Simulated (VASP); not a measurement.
## Pd: single point with r2SCAN

The system is Pd.

```xyz
1
Lattice="0.0000 1.9536 1.9536 1.9536 0.0000 1.9536 1.9536 1.9536 0.0000" Properties=species:S:1:pos:R:3 pbc="T T T"
Pd    0.0000    0.0000    0.0000
```

```yaml
Program: VASP 6.6.1
Task: single point
Functional: r2SCAN
Potentials_or_basis: VASP PAW PBE potentials, release 64 (Pd)
Cutoff: 520 eV
k_mesh: 20 × 20 × 20
Occupations: methfessel-paxton, width 0.1 eV
Spin: no spin polarisation
Dipole_correction: no
Further_INCAR_settings: ALGO = Normal; EDIFF = 1e-06; NBANDS = 11
```

```json
{
  "Pressure": "0.6 GPa",
  "Band gap on the k mesh": "zero (band 5 reaches 9.73 eV, above the bottom of band 6 at 8.07 eV)"
}
```

Levels at points of the mesh, in eV from the Fermi level:
| k point | band 1 | band 2 | band 3 | band 4 | band 5 | band 6 | band 7 | band 8 | band 9 | band 10 |
| --- | --- | --- | --- | --- | --- | --- | --- | --- | --- | --- |
| (0.00, 0.00, 0.00) | -7.08 | -2.85 | -2.85 | -2.85 | -1.27 | -1.27 | 18.04 | 22.50 | 22.96 | 22.96 |
| (0.50, 0.00, 0.00) | -5.32 | -2.92 | -2.92 | -0.02 | -0.02 | 1.33 | 7.64 | 17.43 | 22.04 | 22.04 |
| (0.50, 0.50, 0.00) | -5.43 | -5.16 | -0.08 | 0.32 | 0.32 | 3.68 | 11.21 | 13.89 | 13.89 | 21.91 |

Run time: 100 s on 1 thread of Intel Xeon 6975P-C (shared host), peak memory 0.18 GiB.

Caveat: the PAW data sets were made with another functional, which shifts forces and pressure a little.
